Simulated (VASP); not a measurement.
Runs of VASP 6.6.1 on SiO2. The structure is that of space group P6_422 (No. 181), or close to it. The cells are those of the table. 

| cell | gap on the mesh (eV) | pressure (GPa) | largest force (eV/Å) |
| --- | --- | --- | --- |
| a = 5.060, b = 5.060, c = 5.707 Å, angles 90.0, 90.0, 120.0°, 9 atoms | 6.09 | -5.3 | 0.20 |
| a = 5.136, b = 5.136, c = 5.624 Å, angles 90.0, 90.0, 120.0°, 9 atoms | 6.04 | -7.7 | 0.35 |
| a = 5.136, b = 5.136, c = 5.541 Å, angles 90.0, 90.0, 120.0°, 9 atoms | 6.13 | -5.2 | 0.26 |
| a = 5.136, b = 5.136, c = 5.458 Å, angles 90.0, 90.0, 120.0°, 9 atoms | 6.21 | (a) | 0.16 |
| a = 5.211, b = 5.211, c = 5.458 Å, angles 90.0, 90.0, 120.0°, 9 atoms | 6.03 | -7.7 | 0.39 |
| a = 5.211, b = 5.211, c = 5.541 Å, angles 90.0, 90.0, 120.0°, 9 atoms | 5.94 | -9.9 | 0.48 |
| a = 5.136, b = 5.136, c = 5.707 Å, angles 90.0, 90.0, 120.0°, 9 atoms | 5.93 | -9.9 | 0.43 |
| a = 5.211, b = 5.211, c = 5.624 Å, angles 90.0, 90.0, 120.0°, 9 atoms | 5.84 | (b) | 0.56 |
| a = 5.211, b = 5.211, c = 5.707 Å, angles 90.0, 90.0, 120.0°, 9 atoms | 5.74 | -14.0 | 0.63 |
| a = 5.211, b = 5.211, c = 5.375 Å, angles 90.0, 90.0, 120.0°, 9 atoms | 6.10 | -5.3 | 0.31 |

Alike in all rows: task single point; level r2SCAN; potentials or basis VASP PAW PBE potentials, release 64 (Si, O); no spin polarisation; k mesh 6 × 6 × 4; cutoff (eV) 520; smearing gaussian 0.05 eV.

Problem. Fill in the values left out.

Solution. (a) -2.6; (b) -12.0.

Caveats: the PAW data sets were made with another functional, which shifts forces and pressure a little; the cell stands under tension (at least some runs).

A k mesh can miss the band edges.
